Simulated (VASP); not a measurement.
A run of VASP 6.6.1 is set up as follows.

Contents of INCAR:

```
SYSTEM = Cu
  PREC = Accurate
  ENCUT = 520
  EDIFF = 1E-7
  ISMEAR = 0
  SIGMA = 0.15
  LREAL = .FALSE.
  LASPH = .TRUE.
  NELM = 60
  ALGO = Fast
  ISIF = 2
  LWAVE = .FALSE.
  LCHARG = .FALSE.
  GGA = PS
  NBANDS = 18
```

Contents of KPOINTS:

```
regular mesh
0
G
  30 30 14
  0 0 0
```

The input POSCAR:

```
Cu
1.0
    2.5205910259      0.0000000000      0.0000000000
   -1.2602955130      2.1828958610      0.0000000000
    0.0000000000      0.0000000000      4.2194363515
Cu
2
Direct
    0.3333333333      0.6666666667      0.2500000000
    0.6666666667      0.3333333333      0.7500000000
```

Potentials or basis: VASP PAW PBE potentials, release 64 (Cu).

Launch:

```bash
$ cat potpaw_PBE.64/Cu/POTCAR > POTCAR
$ mpirun -np 1 vasp_std > vasp.out
```

Question: Predict the band gap on the k mesh.

Answer: Zero (bands 11 and 12 overlap by 6.16 eV).

Question: Estimate the pressure.

Answer: -3.1 GPa.

Stress tensor (GPa, compression positive):
```
-1.89  0.00  0.00
 0.00 -1.89  0.00
 0.00  0.00 -5.45
```

Caveat: the cell differs from its parent crystal (strain +0.000 along x and y, +0.025 along z); the cell stands under tension; the PAW data sets were made with another functional, which shifts forces and pressure a little.
